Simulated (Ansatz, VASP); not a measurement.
# Two plane-wave programs on TaN

```
CELL_PARAMETERS angstrom
0.00000 2.23347 2.23347
2.23347 0.00000 2.23347
2.23347 2.23347 0.00000
ATOMIC_POSITIONS crystal
Ta 0.50000 0.50000 0.50000
N 0.00000 0.00000 0.00000
```

Change from the starting cell: strain +0.025 along x and y, +0.025 along z, atoms carried along.

Alike in both runs: task single point; functional PBE; k mesh 18 × 18 × 18; occupations gaussian, width 0.15 eV; no spin polarisation.

|  | VASP | Ansatz |
| --- | --- | --- |
| version | VASP 6.6.1 | Ansatz 0.2.0 |
| potentials or method | VASP PAW PBE potentials, release 64 (Ta_pv, N), cutoff 520 eV | scalar-relativistic, plane waves, PAW |
| valence electrons in the cell | 16 | 18 |

Ansatz gave:

```
gap on the k mesh at the Fermi level (eV) : none
pressure (GPa)                            : -10.3
```

**Question.** Estimate VASP's values.

**Answer.** gap on the k mesh at the Fermi level (eV): none; pressure (GPa): -9.6.

A gap of «none» marks a metal or a gap that the smearing closes. VASP's potentials hold 16 valence electrons a cell and Ansatz's 18, so a difference there can come from the potentials and not from the codes.

Spin-orbit coupling is off throughout.
